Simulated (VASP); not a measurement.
Runs of VASP 6.6.1 on Be. The structure is that of space group Im-3m (No. 229), or close to it. The cells are those of the table. This isn't the form of Be at room conditions, which is hcp.

```csv
task,cell,k mesh,cutoff (eV),gap on the mesh (eV),pressure (GPa)
single point,"a = 2.243 Å, angles 109.5°, 1 atom",20 × 20 × 20,520,none,-11.4
single point,"a = 2.188 Å, angles 109.5°, 1 atom",20 × 20 × 20,520,none,(a)
relaxation of cell and atoms,"relaxed from a = 2.192 Å, angles 109.5°, 1 atom",17 × 17 × 17,600,none,0.0
single point,"a = 2.160 Å, angles 109.5°, 1 atom",17 × 17 × 17,600,none,0.4
single point,"a = 2.216 Å, angles 109.5°, 1 atom",20 × 20 × 20,520,none,-8.2
single point,"a = 2.100 Å, angles 109.5°, 1 atom",20 × 20 × 20,520,none,12.3
single point,"a = 2.160 Å, angles 109.5°, 1 atom",20 × 20 × 20,520,none,(b)
```

Alike in all rows: level PBEsol; potentials or basis VASP PAW PBE potentials, release 64 (Be); no spin polarisation; smearing fermi-dirac 0.1 eV.

**Question.** Estimate the missing entries.

**Answer.** (a) -4.3; (b) 0.3.

Caveats: the PAW data sets were made with another functional, which shifts forces and pressure a little; the cell stands under tension (at least some runs); the cell stands under pressure (at least some runs).

A gap of «none» marks levels without a gap at the run's occupations.
